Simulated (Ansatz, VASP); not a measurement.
## Sn2Ge: VASP beside Ansatz

File INCAR:

```
PREC = Accurate ; ENCUT = 520
EDIFF = 1E-7 ; ISMEAR = 0
SIGMA = 0.1 ; LREAL = F
LASPH = T ; NELM = 80
ALGO = Fast ; ISIF = 2
LWAVE = F ; LCHARG = F
GGA = PS ; NBANDS = 28
```

KPOINTS

```
regular mesh
0
Gamma
  6 6 6
```

The input POSCAR:

```
Sn2Ge
1.0
    0.0000000000      3.1429694073      3.1429694073
    3.1429694073      0.0000000000      3.1429694073
    3.1429694073      3.1429694073      0.0000000000
Sn Ge
2 1
Direct
    0.7500000000      0.7500000000      0.7500000000
    0.2500000000      0.2500000000      0.2500000000
    0.0000000000      0.0000000000      0.0000000000
```

Input for Ansatz:

```yaml
crystal:
  lattice:
    - [0.0, 3.1429694073, 3.1429694073]
    - [3.1429694073, 0.0, 3.1429694073]
    - [3.1429694073, 3.1429694073, 0.0]
  atoms:
    - { symbol: Sn, position: [0.75, 0.75, 0.75] }
    - { symbol: Sn, position: [0.25, 0.25, 0.25] }
    - { symbol: Ge, position: [0.0, 0.0, 0.0] }
basis:
  ecutwfc: 420
kpoints:
  mp_grid: { grid: [6, 6, 6] }
hamiltonian:
  xc: pbesol
scf:
  occupations: { method: gaussian, width: 0.1 }
output:
  forces: true
  stress: true
  eigenvalues: true
```

Alike in both runs: task single point; functional PBEsol; k mesh 6 × 6 × 6; occupations gaussian, width 0.1 eV; no spin polarisation.

|  | VASP | Ansatz |
| --- | --- | --- |
| version | VASP 6.6.1 | Ansatz 0.2.0 |
| potentials or method | VASP PAW PBE potentials, release 64 (Sn_d, Ge_d), cutoff 520 eV | scalar-relativistic, plane waves, PAW |
| valence electrons in the cell | 42 | 42 |

Ansatz gave:

* gap on the k mesh at the Fermi level (eV): none
* pressure (GPa): 24.4

**Question.** Which values does VASP return?

**Answer.** gap on the k mesh at the Fermi level (eV): none; pressure (GPa): 24.5.

VASP's potentials were made for PBE, not for PBEsol. A gap of «none» marks a metal or a gap that the smearing closes.
